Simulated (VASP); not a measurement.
Write the native input for VASP 6.6.1 that does the following.

```
Task                   : single point
Functional             : PBE
Potentials or basis    : VASP PAW PBE potentials, release 64 (Zr_sv, O)
Cutoff                 : 520 eV
k mesh                 : 4 × 6 × 4
Occupations            : gaussian, width 0.1 eV
Spin                   : no spin polarisation
Dipole correction      : no
Further INCAR settings : ALGO = Normal; EDIFF = 1e-06; NBANDS = 40
```

The structure of ZrO3 lies in POSCAR:

```
ZrO3
1.0
    4.1892880938      0.0000000000      0.0000000000
    0.0000000000      2.9540898270      0.0000000000
   -0.9612438366      0.0000000000      7.3785541643
Zr O
2 6
Direct
    0.2847584500      0.7500000000      0.6517867300
    0.7152415500      0.2500000000      0.3482132700
    0.8742643800      0.7500000000      0.1759055900
    0.1257356200      0.2500000000      0.8240944100
    0.2378635800      0.2500000000      0.4472062500
    0.7621364200      0.7500000000      0.5527937500
    0.5233843400      0.2500000000      0.8238126200
    0.4766156600      0.7500000000      0.1761873800
```

These files were run (other wordings do the same):

INCAR

```
PREC     = Accurate       # precision mode
ENCUT    = 520            # plane-wave cutoff, eV
EDIFF    = 1E-6           # SCF threshold, eV
ISMEAR   = 0              # smearing method
SIGMA    = 0.1            # smearing width, eV
LREAL    = False          # projectors in reciprocal space
LASPH    = True           # aspherical terms in the spheres
NELM     = 100            # most SCF steps
ALGO     = Normal         # electronic algorithm
ISIF     = 2              # what is computed and relaxed
LWAVE    = False          # write WAVECAR
LCHARG   = False          # write CHGCAR
GGA      = PE             # functional
NBANDS   = 40             # bands
```

KPOINTS

```
regular mesh
0
Gamma
  4 6 4
```

Potentials or basis: VASP PAW PBE potentials, release 64 (Zr_sv, O).

Run with:

```bash
$ cat potpaw_PBE.64/Zr_sv/POTCAR potpaw_PBE.64/O/POTCAR > POTCAR
$ mpirun -np 1 vasp_std > vasp.out
```

Results of the run:

```
Pressure               : 12.7 GPa
Largest force          : 2.362 eV/Å
Band gap on the k mesh : 2.08 eV, indirect (least direct gap 2.15 eV)
```

Caveat: forces of over 1 eV/Å act on the atoms, so gaps and moduli don't describe the material at rest.

It took 2.1 min on 1 thread of AMD EPYC 7R13 Processor (Zen 3) (shared host), peak memory 0.22 GiB.
